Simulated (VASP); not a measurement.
Set up this calculation in VASP 6.6.1, as the native input.

| Quantity | Value |
| --- | --- |
| Task | single point |
| Functional | r2SCAN |
| Potentials or basis | VASP PAW PBE potentials, release 64 (W_sv) |
| Cutoff | 520 eV |
| k mesh | 9 × 6 × 6 |
| Occupations | fermi-dirac, width 0.05 eV |
| Spin | no spin polarisation |
| Dipole correction | no |
| Further INCAR settings | ALGO = Normal; EDIFF = 1e-07; NBANDS = 36 |

W:

```xyz
4
Lattice="2.7717 0.0000 0.0000 0.0000 4.7981 0.0000 0.0000 0.0000 4.8572" Properties=species:S:1:pos:R:3 pbc="T T T"
W     2.1984    4.4951    3.6429
W     0.5733    2.0960    3.6429
W     0.5733    0.3030    1.2143
W     2.1984    2.7021    1.2143
```

One way to write it, as run:

POSCAR

```
W
1.0
    2.7716889397      0.0000000000      0.0000000000
    0.0000000000      4.7981339688      0.0000000000
    0.0000000000      0.0000000000      4.8571504237
W
4
Direct
    0.7931720000      0.9368430000      0.7500000000
    0.2068280000      0.4368430000      0.7500000000
    0.2068280000      0.0631570000      0.2500000000
    0.7931720000      0.5631570000      0.2500000000
```

INCAR.step1

```
PREC     = Accurate       # precision mode
ENCUT    = 520            # plane-wave cutoff, eV
ISMEAR   = -1             # smearing method
SIGMA    = 0.05           # smearing width, eV
LREAL    = False          # projectors in reciprocal space
LASPH    = True           # aspherical terms in the spheres
NELM     = 80             # most SCF steps
NBANDS   = 36             # bands
GGA      = PE             # functional
ALGO     = Normal         # electronic algorithm
EDIFF    = 1E-4           # SCF threshold, eV
LWAVE    = True           # write WAVECAR
LCHARG   = False          # write CHGCAR
```

INCAR.step2

```
PREC     = Accurate       # precision mode
ENCUT    = 520            # plane-wave cutoff, eV
EDIFF    = 1E-7           # SCF threshold, eV
ISMEAR   = -1             # smearing method
SIGMA    = 0.05           # smearing width, eV
LREAL    = False          # projectors in reciprocal space
LASPH    = True           # aspherical terms in the spheres
NELM     = 80             # most SCF steps
ALGO     = Normal         # electronic algorithm
ISIF     = 2              # what is computed and relaxed
LWAVE    = False          # write WAVECAR
LCHARG   = False          # write CHGCAR
METAGGA  = R2SCAN         # meta-GGA
LMIXTAU  = True         
NBANDS   = 36             # bands
ISTART   = 1
```

KPOINTS

```
Automatic mesh
0
Gamma
  9 6 6
```

Potentials or basis: VASP PAW PBE potentials, release 64 (W_sv).

Command:

```sh
$ cat potpaw_PBE.64/W_sv/POTCAR > POTCAR
$ cp INCAR.step1 INCAR
$ mpirun -np 1 vasp_std > vasp.out
$ cp INCAR.step2 INCAR
$ mpirun -np 1 vasp_std > vasp.out
```

Results of the run:

The pressure is 6.0 GPa. The largest force is 0.187 eV/Å and the band gap on the k mesh is zero (bands 28 and 29 overlap by 1.37 eV).

Caveat: the cell stands under pressure; the PAW data sets were made with another functional, which shifts forces and pressure a little; spin-orbit coupling is left out, which moves the levels of the heavy elements.

Wall time 12 min on 1 thread of Intel Xeon 8259CL, with other jobs on the host, peak memory 0.27 GiB.
